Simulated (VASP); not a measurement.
A run of VASP 6.6.1:

INCAR

```
ALGO     = Normal         # electronic algorithm
DIPOL    = 0.5 0.5 0.500
EDIFF    = 1E-7           # SCF threshold, eV
ENCUT    = 520            # plane-wave cutoff, eV
GGA      = PS             # functional
IDIPOL   = 3            
ISIF     = 2              # what is computed and relaxed
ISMEAR   = 0              # smearing method
LASPH    = True           # aspherical terms in the spheres
LCHARG   = True           # write CHGCAR
LDIPOL   = True         
LELF     = True           # ELF
LREAL    = False          # projectors in reciprocal space
LVACPOTAV= True         
LVHAR    = True         
LWAVE    = False          # write WAVECAR
NBANDS   = 50             # bands
NELM     = 80             # most SCF steps
PREC     = Accurate       # precision mode
SIGMA    = 0.1            # smearing width, eV
```

File KPOINTS:

```
k-points
0
Gamma
  12 12 1
```

Contents of POSCAR:

```
Ti5N4
1.0
    2.9726300476      0.0000000000      0.0000000000
   -1.4863150238      2.5743731373      0.0000000000
    0.0000000000      0.0000000000     24.7085690809
Ti N
5 4
Direct
    0.6666666667      0.3333333333      0.3035384192
    0.3333333333      0.6666666667      0.4017692096
    0.0000000000      0.0000000000      0.5000000000
    0.6666666667      0.3333333333      0.5982307904
    0.3333333333      0.6666666667      0.6964615808
    0.0000000000      0.0000000000      0.3526538144
    0.6666666667      0.3333333333      0.4508846048
    0.3333333333      0.6666666667      0.5491153952
    0.0000000000      0.0000000000      0.6473461856
```

Potentials or basis: VASP PAW PBE potentials, release 64 (Ti_sv, N).

The run is started by

```sh
$ cat potpaw_PBE.64/Ti_sv/POTCAR potpaw_PBE.64/N/POTCAR > POTCAR
$ mpirun -np 1 vasp_std > vasp.out
```

Hardware: 1 thread of Intel(R) Xeon(R) Platinum 8259CL CPU @ 2.50GHz (Skylake/Cascade Lake) (shared host).

Problem. Estimate the wall time of this run.

Solution. Wall time 8.6 min on 1 thread of Intel(R) Xeon(R) Platinum 8259CL CPU @ 2.50GHz (Skylake/Cascade Lake), on a shared host, peak memory 0.39 GiB. Counts: scf iterations 30, k points 19.
